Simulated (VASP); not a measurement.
Wanted: the native input for a VASP 6.6.1 run.

```
Task                   : relaxation of cell and atoms
Functional             : revPBE
Potentials or basis    : VASP PAW PBE potentials, release 64 (Cl, Li_sv)
Cutoff                 : 600 eV
k mesh                 : 9 × 9 × 9
Occupations            : fermi-dirac, width 0.05 eV
Spin                   : no spin polarisation
Dipole correction      : no
Further INCAR settings : ALGO = Normal; EDIFF = 1e-07; IBRION = 2; EDIFFG = -0.02; NSW = 80; ISIF = 3
```

The structure of LiCl lies in POSCAR:

```
LiCl
1.0
    0.0000000000      2.5647700000      2.5647700000
    2.5647700000      0.0000000000      2.5647700000
    2.5647700000      2.5647700000      0.0000000000
Cl Li
1 1
Direct
    0.5000000000      0.5000000000      0.5000000000
    0.0000000000      0.0000000000      0.0000000000
```

One way to write it, as run:

INCAR

```
SYSTEM = LiCl
ALGO     = Normal         ! electronic algorithm
EDIFF    = 1E-7           ! SCF threshold, eV
EDIFFG   = -0.02          ! ionic threshold
ENCUT    = 600            ! plane-wave cutoff, eV
GGA      = RE             ! functional
IBRION   = 2              ! ionic algorithm
ISIF     = 3              ! what is computed and relaxed
ISMEAR   = -1             ! smearing method
LASPH    = .True.         ! aspherical terms in the spheres
LCHARG   = .False.        ! write CHGCAR
LREAL    = .False.        ! projectors in reciprocal space
LWAVE    = .False.        ! write WAVECAR
NELM     = 80             ! most SCF steps
NSW      = 80             ! ionic steps
PREC     = Accurate       ! precision mode
SIGMA    = 0.05           ! smearing width, eV
```

KPOINTS

```
k-points
0
Gamma
  9 9 9
  0 0 0
```

Potentials or basis: VASP PAW PBE potentials, release 64 (Cl, Li_sv).

Command:

```bash
$ cat potpaw_PBE.64/Cl/POTCAR potpaw_PBE.64/Li_sv/POTCAR > POTCAR
$ mpirun -np 1 vasp_std > vasp.out
```

It gave:

- Relaxed volume: 18.02 Å³/atom
- Relaxed cell: a = 3.708 Å, b = 3.708 Å, c = 3.708 Å, α = 60.00°, β = 60.00°, γ = 60.00°
- Space group after relaxing (to 0.05 Å): Fm-3m (No. 225)
- Energy gained by relaxing: 6.3 meV/atom
- Ionic steps: 3
- Pressure after relaxing: -0.1 GPa
- Band gap on the k mesh: 6.19 eV, direct

Caveat: the cutoff is under 1.25 times the usual one of these potentials, so pressure, stress and relaxed cells hold a basis-set (Pulay) error; the PAW data sets were made with another functional, which shifts forces and pressure a little.

It took 26 s on 1 thread of AMD EPYC 7R13 Processor (Zen 3), on a shared host, peak memory 0.13 GiB.
